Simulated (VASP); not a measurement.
# CsPbBr3 in VASP: a series of runs, part 2 of 3

VASP 6.6.1. Earlier steps stand in the parts before.

### 3 Single point, PBE

This run uses another cell than the first one, of 41.98 Å³/atom.

The input, INCAR:

```
SYSTEM = CsPbBr3
PREC = Accurate ; ENCUT = 520
EDIFF = 1E-6 ; ISMEAR = -1
SIGMA = 0.02 ; LREAL = .False.
LASPH = .True. ; NELM = 100
ALGO = Normal ; ISIF = 2
LWAVE = .False. ; LCHARG = .True.
GGA = PE ; LELF = .True.
LVHAR = .True. ; NBANDS = 30
```

The input, KPOINTS:

```
regular mesh
0
Gamma
  4 4 4
  0 0 0
```

The input, POSCAR:

```
CsPbBr3
1.0
    5.9429613195      0.0000000000      0.0000000000
    0.0000000000      5.9429613195      0.0000000000
    0.0000000000      0.0000000000      5.9429613195
Cs Pb Br
1 1 3
Direct
    0.0000000000      0.0000000000      0.0000000000
    0.5000000000      0.5000000000      0.5000000000
    0.5000000000      0.5000000000      0.0000000000
    0.5000000000      0.0000000000      0.5000000000
    0.0000000000      0.5000000000      0.5000000000
```

Potentials or basis: VASP PAW PBE potentials, release 64 (Cs_sv, Pb_d, Br).

On the command line:

```bash
$ cat potpaw_PBE.64/Cs_sv/POTCAR potpaw_PBE.64/Pb_d/POTCAR potpaw_PBE.64/Br/POTCAR > POTCAR
$ mpirun -np 1 vasp_std > vasp.out
```

OUTCAR:

```text
SYSTEM = CsPbBr3
   PREC = Accurate
   ENCUT = 520
   EDIFF = 1E-6
   ISMEAR = -1
   LREAL = .False.
   LASPH = .True.
   NELM = 100
   ISIF = 2
   GGA = PE

 ion  position               nearest neighbor table
   1  0.000  0.000  0.000-
   2  0.500  0.500  0.500-   3 2.97   4 2.97   5 2.97   3 2.97   4 2.97   5 2.97
   3  0.500  0.500  0.000-   2 2.97   2 2.97
   4  0.500  0.000  0.500-   2 2.97   2 2.97
   5  0.000  0.500  0.500-   2 2.97   2 2.97

  LATTYP: Found a simple cubic cell.
 ALAT       =     5.9429613195

  Lattice vectors:

 A1 = (   5.9429613195,   0.0000000000,   0.0000000000)
 A2 = (   0.0000000000,   5.9429613195,   0.0000000000)
 A3 = (   0.0000000000,   0.0000000000,   5.9429613195)

Analysis of symmetry for initial positions (statically):
=====================================================================
 Subroutine PRICEL returns:
 Original cell was already a primitive cell.

 Routine SETGRP: Setting up the symmetry group for a
 simple cubic supercell.

 Subroutine GETGRP returns: Found 48 space group operations
 (whereof 48 operations were pure point group operations)
 out of a pool of 48 trial point group operations.

The static configuration has the point symmetry O_h .

Analysis of symmetry for dynamics (positions and initial velocities):
=====================================================================
 Subroutine PRICEL returns:
 Original cell was already a primitive cell.

 Routine SETGRP: Setting up the symmetry group for a
 simple cubic supercell.

 Subroutine GETGRP returns: Found 48 space group operations
 (whereof 48 operations were pure point group operations)
 out of a pool of 48 trial point group operations.

The dynamic configuration has the point symmetry O_h .

 Subroutine INISYM returns: Found 48 space group operations
 (whereof 48 operations are pure point group operations),
 and found     1 'primitive' translations

----------------------------------------------------------------------------------------

                                     Primitive cell

  volume of cell :     209.8982

  direct lattice vectors                    reciprocal lattice vectors
     5.942961320  0.000000000  0.000000000     0.168266281  0.000000000  0.000000000
     0.000000000  5.942961320  0.000000000     0.000000000  0.168266281  0.000000000
     0.000000000  0.000000000  5.942961320     0.000000000  0.000000000  0.168266281

  length of vectors
     5.942961320  5.942961320  5.942961320     0.168266281  0.168266281  0.168266281

  position of ions in fractional coordinates (direct lattice)
     0.000000000  0.000000000  0.000000000
     0.500000000  0.500000000  0.500000000
     0.500000000  0.500000000  0.000000000
     0.500000000  0.000000000  0.500000000
     0.000000000  0.500000000  0.500000000

  ion indices of the primitive-cell ions
   primitive index   ion index
                 1           1
                 2           2
                 3           3
                 4           4
                 5           5

----------------------------------------------------------------------------------------

 KPOINTS: regular mesh

Automatic generation of k-mesh.
 Grid dimensions read from file:
 generate k-points for:    4    4    4

 Generating k-lattice:

  Cartesian coordinates                     Fractional coordinates (reciprocal lattice)
     0.042066570  0.000000000  0.000000000     0.250000000  0.000000000  0.000000000
     0.000000000  0.042066570  0.000000000     0.000000000  0.250000000  0.000000000
     0.000000000  0.000000000  0.042066570     0.000000000  0.000000000  0.250000000

  Length of vectors
     0.042066570  0.042066570  0.042066570

  Shift w.r.t. Gamma in fractional coordinates (k-lattice)
     0.000000000  0.000000000  0.000000000

 Subroutine IBZKPT returns following result:
 ===========================================

 Found     10 irreducible k-points:

 Following reciprocal coordinates:
            Coordinates               Weight
  0.000000  0.000000  0.000000      1.000000
  0.250000  0.000000  0.000000      6.000000
  0.500000  0.000000  0.000000      3.000000
  0.250000  0.250000  0.000000     12.000000
  0.500000  0.250000  0.000000     12.000000
  0.500000  0.500000  0.000000      3.000000
  0.250000  0.250000  0.250000      8.000000
  0.500000  0.250000  0.250000     12.000000
  0.500000  0.500000  0.250000      6.000000
  0.500000  0.500000  0.500000      1.000000
   k-points           NKPTS =     10   k-points in BZ     NKDIM =     10   number of bands    NBANDS=     30
   number of dos      NEDOS =    301   number of ions     NIONS =      5
   total plane-waves  NPLWV = 110592
   dimension x,y,z NGX =    48 NGY =   48 NGZ =   48
   dimension x,y,z NGXF=    96 NGYF=   96 NGZF=   96
   ions per type =               1   1   3
   NGX,Y,Z   is equivalent  to a cutoff of  13.43, 13.43, 13.43 a.u.
   NGXF,Y,Z  is equivalent  to a cutoff of  26.85, 26.85, 26.85 a.u.
 SYSTEM =  CsPbBr3
   PREC   = accura    normal or accurate (medium, high low for compatibility)
   ISTART =      0    job   : 0-new  1-cont  2-samecut
   ICHARG =      2    charge: 1-file 2-atom 10-const
   ISPIN  =      1    spin polarized calculation?
   LNONCOLLINEAR =      F non collinear calculations
   LSORBIT =      F    spin-orbit coupling
   LASPH  =      T    aspherical Exc in radial PAW
   ENCUT  =  520.0 eV  38.22 Ry    6.18 a.u.  11.05 11.05 11.05*2*pi/ulx,y,z
   NELM   =    100;   NELMIN=  2; NELMDL= -5     # of ELM steps
   EDIFF  = 0.1E-05   stopping-criterion for ELM
   LREAL  =      F    real-space projection
   EDIFFG = 0.1E-04   stopping-criterion for IOM
   NSW    =      0    number of steps for IOM
   IBRION =     -1    ionic relax: 0-MD 1-quasi-New 2-CG
   NFREE  =      0    steps in history (QN), initial steepest desc. (CG)
   ISIF   =      2    stress and relaxation
   ISYM   =      2    0-nonsym 1-usesym 2-fastsym
   POTIM  = 0.5000    time-step for ionic-motion
   TEBEG  =    0.0;   TEEND  =   0.0 temperature during run
   PSTRESS=    0.0 pullay stress
   NELECT =      44.0000    total number of electrons
   NUPDOWN=      -1.0000    fix difference up-down
   EMIN   =  10.00;   EMAX   =-10.00  energy-range for DOS
   EFERMI =   0.00;   METHOD = LEGACY
   ISMEAR =    -1;   SIGMA  =   0.02  broadening in eV -4-tet -1-fermi 0-gaus
   EFERMI_NEDOS =   21; number of points for ismear=-14 and -15
   IALGO  =     38    algorithm
   IMIX   =      4    mixing-type and parameters
     AMIX     =   0.40;   BMIX     =  1.00
     AMIX_MAG =   1.60;   BMIX_MAG =  1.00
  volume/ion in A,a.u.               =      41.98       283.29
  Fermi-wavevector in a.u.,A,eV,Ry     =   0.972500  1.837758 12.867788  0.945756
  Thomas-Fermi vector in A             =   2.102803
   LORBIT       =      0    0 simple, 1 ext, 2 COOP (PROOUT), +10 PAW based schemes
   GGA     = PE    functional components
   LHFCALC =     F    Hartree Fock is set to
   AEXX    =    0.0000 exact exchange contribution
   IVDW    =     0    specifies the selected vdW correction
   LEPSILON=     F    determine dielectric tensor
   LRPA    =     F    only Hartree local field effects (RPA)
 non-spin polarized calculation
  energy-cutoff  :      520.00
  volume of cell :      209.90
 maximum number of plane-waves:      5695
 NGX is ok and might be reduce to    48
   NGX = 23   NGY = 23   NGZ = 23

 number of electron      43.9999990 magnetization

 Free energy of the ion-electron system (eV)
  ---------------------------------------------------
  ext. energy  EPLUGINS =         0.00000000
  ---------------------------------------------------
  free energy    TOTEN  =       -15.85803002 eV

  energy without entropy =      -15.85803002  energy(sigma->0) =      -15.85803002

 E-fermi :   1.3463     XC(G=0):  -7.4857

 val. band max:        0.8965793128   @ k =   0.5000   0.5000   0.5000
 cond. band min:       2.5708037880   @ k =   0.5000   0.5000   0.5000
 fundamental gap:      1.6742244752
 Fermi energy:         1.3463210108

 k-point     1 :       0.0000    0.0000    0.0000
  band No.  band energies     occupation
      1     -20.4351      2.00000
      2     -15.8522      2.00000
      3     -15.8522      2.00000
      4     -15.7233      2.00000
      5     -15.7233      2.00000
      6     -15.7233      2.00000
[... 319 lines left out ...]
     29       6.2391      0.00000
     30       7.4045      0.00000

------------------------ aborting loop because EDIFF is reached ----------------------------------------

  FORCE on cell =-STRESS in cart. coord.  units (eV):
  Direction    XX          YY          ZZ          XY          YZ          ZX
  --------------------------------------------------------------------------------------
  -------------------------------------------------------------------------------------
  Total        0.8791292      0.8791292      0.8791292      0.0000000      0.0000000      0.0000000
  in kB        6.7104955      6.7104955      6.7104955      0.0000000      0.0000000      0.0000000
  external PRESSURE =       6.7104955 kB  Pullay stress =       0.0000000 kB

 VOLUME and BASIS-vectors are now :
 -----------------------------------------------------------------------------
  energy-cutoff  :      520.00
  volume of cell :      209.90
      direct lattice vectors                 reciprocal lattice vectors
     5.942961320  0.000000000  0.000000000     0.168266281  0.000000000  0.000000000
     0.000000000  5.942961320  0.000000000     0.000000000  0.168266281  0.000000000
     0.000000000  0.000000000  5.942961320     0.000000000  0.000000000  0.168266281

 POSITION                                       TOTAL-FORCE (eV/Angst)
 -----------------------------------------------------------------------------------
      0.00000      0.00000      0.00000         0.000000      0.000000      0.000000
      2.97148      2.97148      2.97148         0.000000      0.000000      0.000000
      2.97148      2.97148      0.00000         0.000000      0.000000      0.000000
      2.97148      0.00000      2.97148         0.000000      0.000000      0.000000
      0.00000      2.97148      2.97148         0.000000      0.000000      0.000000
 -----------------------------------------------------------------------------------
    total drift:                                0.000000     -0.000000     -0.000000

  FREE ENERGIE OF THE ION-ELECTRON SYSTEM (eV)
  ---------------------------------------------------
  free  energy   TOTEN  =       -15.8580300158 eV

  energy  without entropy=      -15.8580300158  energy(sigma->0) =      -15.85803002
```

OSZICAR:

```text
N       E                     dE             d eps       ncg     rms          rms(c)
DAV:   1     0.387653640565E+03    0.38765E+03   -0.18553E+04   600   0.130E+03
DAV:   2     0.316673119401E+02   -0.35599E+03   -0.33891E+03   704   0.293E+02
DAV:   3    -0.147307752372E+02   -0.46398E+02   -0.46006E+02   732   0.116E+02
DAV:   4    -0.164333268458E+02   -0.17026E+01   -0.16981E+01   762   0.293E+01
DAV:   5    -0.164862881096E+02   -0.52961E-01   -0.52947E-01   748   0.442E+00    0.405E+00
DAV:   6    -0.158995568814E+02    0.58673E+00   -0.89380E-01   902   0.903E+00    0.232E+00
DAV:   7    -0.158475094053E+02    0.52047E-01   -0.47797E-01   894   0.365E+00    0.101E+00
DAV:   8    -0.158580428101E+02   -0.10533E-01   -0.58707E-02   754   0.190E+00    0.183E-01
DAV:   9    -0.158576131155E+02    0.42969E-03   -0.79862E-03   900   0.693E-01    0.104E-01
DAV:  10    -0.158579410880E+02   -0.32797E-03   -0.10118E-03   686   0.154E-01    0.492E-02
DAV:  11    -0.158580289576E+02   -0.87870E-04   -0.20254E-04   750   0.109E-01    0.842E-03
DAV:  12    -0.158580305386E+02   -0.15810E-05   -0.35647E-05   888   0.489E-02    0.102E-02
DAV:  13    -0.158580300158E+02    0.52283E-06   -0.42365E-06   700   0.119E-02
   1 F= -.15858030E+02 E0= -.15858030E+02  d E =-.251589E-11
```

stdout:

```text
POSCAR found type information on POSCAR CsPbBr
 POSCAR found :  3 types and       5 ions
 scaLAPACK will be used
 LDA part: xc-table for (Slater+PW92), standard interpolation
 POSCAR, INCAR and KPOINTS ok, starting setup
 FFT: planning ... GRIDC
 FFT: planning ... GRID_SOFT
 FFT: planning ... GRID
 WAVECAR not read
 entering main loop
```

Wall time 1.7 min (1 thread of Oxide Virtual Turin-like, shared host); peak memory 0.31 GiB.

Results:

- Free energy: -15.8580 eV
- Pressure: 0.7 GPa
- Band gap on the k mesh: 1.67 eV

Caveat: spin-orbit coupling is left out, which moves the levels of the heavy elements. A k mesh can miss the band edges.

(Part 2 of 3 ends here.)
